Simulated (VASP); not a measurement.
# Bi (Fd-3m) in VASP: a series of runs, part 2 of 2

VASP 6.6.1. The steps go on from the part before.

### Step 4. Relaxation of cell and atoms, PBEsol, target pressure 360 GPa, at which the enthalpy is minimised

This run uses another cell than the first one, of 13.49 Å³/atom, 0.851 times its volume.

Contents of INCAR:

```
SYSTEM = Bi
PREC = Accurate
ENCUT = 600
EDIFF = 1E-7
ISMEAR = -1
SIGMA = 0.08
LREAL = .FALSE.
LASPH = .TRUE.
NELM = 80
ALGO = Normal
ISIF = 3
LWAVE = .FALSE.
LCHARG = .FALSE.
GGA = PS
IBRION = 2
NSW = 60
EDIFFG = -0.005
PSTRESS = 3600.0
```

Contents of KPOINTS:

```
Automatic mesh
0
G
  13 13 13
  0 0 0
```

Contents of POSCAR:

```
Bi
1.0
    0.0000000000      2.3804371048      2.3804371048
    2.3804371048      0.0000000000      2.3804371048
    2.3804371048      2.3804371048      0.0000000000
Bi
2
Direct
   -0.1250000000     -0.1250000000     -0.1250000000
    0.1250000000      0.1250000000      0.1250000000
```

Launch:

```bash
> cat potpaw_PBE.64/Bi_d/POTCAR > POTCAR
> mpirun -np 1 vasp_std > vasp.out
```

Wall time 7.8 min (1 thread of AMD EPYC 9R45 (Zen 5), shared host); peak memory 0.15 GiB.

It converged, with:

* Free energy: 17.8064 eV
* Relaxed volume: 15.85 Å³/atom
* Relaxed cell: a = 3.553 Å, b = 3.553 Å, c = 3.553 Å, α = 60.00°, β = 60.00°, γ = 60.00°
* Space group after relaxing (to 0.05 Å): Fd-3m (No. 227)
* Energy change on relaxing (the enthalpy is what falls): -6782.5 meV/atom
* Ionic steps: 17
* Pressure after relaxing: 360.0 GPa
* Band gap on the k mesh: zero (band 15 reaches 23.03 eV, above the bottom of band 16 at 18.65 eV)

The path:
```
step  energy change (eV)  largest force (eV/Å)  pressure (GPa)  volume (Å³)
   1              0.0000                0.0000          580.90        26.98
   2            -27.6837                0.0000          -55.37       184.22
   3            -15.4321                0.0000          331.42        32.57
   4            -13.7192                0.0000          357.64        31.77
   5            -13.4924                0.0000          361.12        31.67
   6            -13.4979                0.0000          361.03        31.68
   7            -13.5145                0.0000          360.79        31.68
   8            -13.5146                0.0000          360.78        31.68
   9            -13.5148                0.0000          360.78        31.68
  10            -13.5153                0.0000          360.77        31.68
  11            -13.5162                0.0000          360.77        31.68
  12            -13.5180                0.0000          360.73        31.68
  13            -13.5216                0.0000          360.68        31.69
  14            -13.5287                0.0000          360.56        31.69
  15            -13.5431                0.0000          360.34        31.70
  16            -13.5717                0.0000          359.90        31.71
  17            -13.5650                0.0000          360.01        31.71
```

Final structure:
```cif
data_structure
_symmetry_space_group_name_H-M 'P 1'
_symmetry_Int_Tables_number 1
_cell_length_a 3.5526
_cell_length_b 3.5526
_cell_length_c 3.5526
_cell_angle_alpha 60.000
_cell_angle_beta 60.000
_cell_angle_gamma 60.000
_cell_volume 31.71
loop_
_atom_site_label
_atom_site_type_symbol
_atom_site_fract_x
_atom_site_fract_y
_atom_site_fract_z
_atom_site_occupancy
Bi1 Bi 0.87500 0.87500 0.87500 1
Bi2 Bi 0.12500 0.12500 0.12500 1
```

Levels at points of the mesh, in eV from the Fermi level:
```csv
k point,band 12,band 13,band 14,band 15,band 16,band 17,band 18,band 19
"(0.00, 0.00, 0.00)",-1.50,-1.50,-1.50,-1.20,0.18,0.18,0.18,0.64
```

Caveat: the cell is relaxed towards a set pressure, so the enthalpy falls and the energy may rise; the volume moved by over 15 % at a fixed basis, so the end points are rough; the PAW data sets were made with another functional, which shifts forces and pressure a little; spin-orbit coupling is left out, which moves the levels of the heavy elements.

### Step 5. Relaxation of cell and atoms, PBEsol, target pressure 360 GPa, at which the enthalpy is minimised

Contents of INCAR:

```
PREC = Accurate ; ENCUT = 600
EDIFF = 1E-6 ; ISMEAR = -1
SIGMA = 0.08 ; LREAL = False
LASPH = True ; NELM = 60
ALGO = Normal ; ISIF = 3
LWAVE = False ; LCHARG = False
GGA = PS ; IBRION = 2
NSW = 32 ; EDIFFG = -0.005
PSTRESS = 3600.0
```

Contents of KPOINTS:

```
regular mesh
0
Gamma
  13 13 13
```

Contents of POSCAR:

```
Bi
1.0
    0.0000000000      2.5116536088      2.5116536088
    2.5116536088      0.0000000000      2.5116536088
    2.5116536088      2.5116536088      0.0000000000
Bi
2
Direct
   -0.1250000000     -0.1250000000     -0.1250000000
    0.1250000000      0.1250000000      0.1250000000
```

Launch:

```bash
> cat potpaw_PBE.64/Bi_d/POTCAR > POTCAR
> mpirun -np 1 vasp_std > vasp.out
```

Wall time 1.9 min (1 thread of AMD EPYC 9R45 (Zen 5), shared host); peak memory 0.16 GiB.

Results (log left out):

* Free energy: 17.7925 eV
* Relaxed volume: 15.85 Å³/atom
* Relaxed cell: a = 3.553 Å, b = 3.553 Å, c = 3.553 Å, α = 60.00°, β = 60.00°, γ = 60.00°
* Space group after relaxing (to 0.05 Å): Fd-3m (No. 227)
* Energy change on relaxing (the enthalpy is what falls): -23.0 meV/atom
* Ionic steps: 3
* Pressure after relaxing: 360.0 GPa
* Band gap on the k mesh: zero (band 15 reaches 23.03 eV, above the bottom of band 16 at 18.65 eV)

Step by step:
```
step  energy change (eV)  largest force (eV/Å)  pressure (GPa)  volume (Å³)
   1              0.0000                0.0000          360.71        31.69
   2             -0.7181                0.0000          349.68        32.01
   3             -0.0461                0.0000          359.99        31.71
```

Final structure:
```
Bi
1.0
     0.00000    2.51219    2.51219
     2.51219    0.00000    2.51219
     2.51219    2.51219    0.00000
Bi
2
Direct
  0.87500 0.87500 0.87500
  0.12500 0.12500 0.12500
```

Levels at points of the mesh, in eV from the Fermi level:
| k point | band 12 | band 13 | band 14 | band 15 | band 16 | band 17 | band 18 | band 19 |
| --- | --- | --- | --- | --- | --- | --- | --- | --- |
| (0.00, 0.00, 0.00) | -1.50 | -1.50 | -1.50 | -1.20 | 0.18 | 0.18 | 0.18 | 0.64 |

Caveat: the cell is relaxed towards a set pressure, so the enthalpy falls and the energy may rise; the PAW data sets were made with another functional, which shifts forces and pressure a little; spin-orbit coupling is left out, which moves the levels of the heavy elements.

### Step 6. The runs side by side

```csv
task,cell,cutoff (eV),gap on the mesh (eV),pressure (GPa)
single point,"a = 3.552 Å, angles 60.0°, 2 atoms",520,none,360.6
single point,"a = 3.551 Å, angles 60.0°, 2 atoms",520,none,361.8
relaxation of cell and atoms,"relaxed to 360 GPa from a = 3.366 Å, angles 60.0°, 2 atoms",600,none,360.0
relaxation of cell and atoms,"relaxed to 360 GPa from a = 3.552 Å, angles 60.0°, 2 atoms",600,none,360.0
```

Alike in all rows: level PBEsol; potentials or basis VASP PAW PBE potentials, release 64 (Bi_d); no spin polarisation; k mesh 13 × 13 × 13; smearing fermi-dirac 0.08 eV.

Caveats: the PAW data sets were made with another functional, which shifts forces and pressure a little; spin-orbit coupling is left out, which moves the levels of the heavy elements; the cell is relaxed towards a set pressure, so the enthalpy falls and the energy may rise (some runs); the volume moved by over 15 % at a fixed basis, so the end points are rough (some runs).

Absolute energies hang on the potentials; compare differences alone.
